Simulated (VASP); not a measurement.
A run of VASP 6.6.1 is set up as follows.

Contents of POSCAR:

```
HfO2
1.0
    3.5548544421      0.0000000000      0.0000000000
    0.0000000000      3.5548544421      0.0000000000
    0.0000000000      0.0000000000      5.1413741293
Hf O
2 4
Direct
    0.5000000000      0.5000000000      0.5000000000
    0.0000000000      0.0000000000      0.0000000000
    0.0000000000      0.5000000000      0.7014700957
    0.5000000000      0.0000000000      0.7985299043
    0.5000000000      0.0000000000      0.2985299043
    0.0000000000      0.5000000000      0.2014700957
```

The input INCAR.step1:

```
SYSTEM = HfO2
  PREC = Accurate
  ENCUT = 520
  ISMEAR = 0
  SIGMA = 0.02
  LREAL = .FALSE.
  LASPH = .TRUE.
  NELM = 60
  NBANDS = 31
  GGA = PE
  ALGO = Normal
  EDIFF = 1E-4
  LWAVE = .TRUE.
  LCHARG = .FALSE.
```

File INCAR.step2:

```
SYSTEM = HfO2
  PREC = Accurate
  ENCUT = 520
  EDIFF = 1E-6
  ISMEAR = 0
  SIGMA = 0.02
  LREAL = .FALSE.
  LASPH = .TRUE.
  NELM = 60
  ALGO = Normal
  ISIF = 2
  LWAVE = .FALSE.
  LCHARG = .FALSE.
  METAGGA = R2SCAN
  LMIXTAU = .TRUE.
  NBANDS = 31
  ISTART = 1
```

Contents of KPOINTS:

```
regular mesh
0
G
  6 6 6
  0 0 0
```

Potentials or basis: VASP PAW PBE potentials, release 64 (Hf_pv, O).

Launch:

```sh
$ cat potpaw_PBE.64/Hf_pv/POTCAR potpaw_PBE.64/O/POTCAR > POTCAR
$ cp INCAR.step1 INCAR
$ mpirun -np 1 vasp_std > vasp.out
$ cp INCAR.step2 INCAR
$ mpirun -np 1 vasp_std > vasp.out
```

Q: Predict the pressure.

A: 1.2 GPa.

Q: Estimate the band gap on the k mesh.

A: 5.25 eV, indirect (least direct gap 5.33 eV).

Stress tensor (GPa, compression positive):
```
1.19 0.00 0.00
0.00 1.19 0.00
0.00 0.00 1.31
```

Caveat: the PAW data sets were made with another functional, which shifts forces and pressure a little; spin-orbit coupling is left out, which moves the levels of the heavy elements. A k mesh can miss the band edges.
